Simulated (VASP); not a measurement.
**Cd: single point with PBEsol**

The system is Cd.

```
CELL_PARAMETERS angstrom
4.29765 0.00000 0.00000
-2.14883 3.72188 0.00000
0.00000 0.00000 7.00787
ATOMIC_POSITIONS crystal
Cd 0.00000 0.00000 0.49023
Cd 0.33333 0.66667 0.00964
```

* Program: VASP 6.6.1
* Task: single point
* Functional: PBEsol
* Potentials or basis: VASP PAW PBE potentials, release 64 (Cd)
* Cutoff: 500 eV
* k mesh: 5 × 5 × 3
* Occupations: fermi-dirac, width 0.1 eV
* Spin: no spin polarisation

The pressure is -1.7 GPa, the largest force is 0.042 eV/Å and the band gap on the k mesh is 1.21 eV, indirect (least direct gap 1.96 eV).

Forces in eV/Å, atoms in the order of the input:
```
Cd   0.000  0.000 -0.042
Cd   0.000  0.000  0.042
```

Levels at points of the mesh, in eV from the valence-band top:
```tsv
k point	band 10	band 11	band 12	band 13	band 14	band 15
(0.00, 0.00, 0.00)	-6.93	-3.18	-0.87	1.21	7.16	7.16
```

Run time: 8.4 s on 1 thread of Intel(R) Xeon(R) 6975P-C (Granite Rapids), on a shared host, peak memory 0.22 GiB.

Caveat: the PAW data sets were made with another functional, which shifts forces and pressure a little. A k mesh can miss the band edges.
